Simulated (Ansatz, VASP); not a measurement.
**One calculation of CrO2, two programs**

```xyz
6
Lattice="4.4210 0.0884 0.0000 0.0884 4.4210 0.0000 0.0000 0.0000 2.9170" Properties=species:S:1:pos:R:3 pbc="T T T"
Cr    2.2547    2.2547    1.4585
Cr    0.0000    0.0000    0.0000
O     3.5588    0.9506    1.4585
O     3.1521    3.1521    0.0000
O     0.9506    3.5588    1.4585
O     1.3573    1.3573    0.0000
```

Alike in both runs: task single point; functional PBE; k mesh 5 × 5 × 8; occupations fermi-dirac, width 0.05 eV; collinear spin.

|  | VASP | Ansatz |
| --- | --- | --- |
| version | VASP 6.6.1 | Ansatz 0.2.0 |
| potentials or method | VASP PAW PBE potentials, release 64 (Cr_pv, O) | Ansatz PAW |
| plane-wave cutoff (eV) | 520 | 420 |
| valence electrons in the cell | 48 | 52 |

```tsv
	VASP	Ansatz	Ansatz less VASP
gap on the k mesh at the Fermi level (eV)	none	none	-
pressure (GPa)	3.6	2.9	-0.67
traceless stress, the component that is largest in VASP (GPa)	-9.30	-9.26	+0.042
rms of the force components (eV/Å)	0.140	0.147	+0.0070
net moment per atom (μB)	0.67	0.67	0.000
size of the moment on the site where the two differ most (μB)	2.05	1.66	-0.387
```

Site moments also hang on the region over which each program counts them. Atom by atom the forces differ by 0.008 eV/Å (rms over components). A gap of «none» marks a metal or a gap that the smearing closes. VASP's potentials hold 48 valence electrons a cell and Ansatz's 52, so a difference there can come from the potentials and not from the codes.
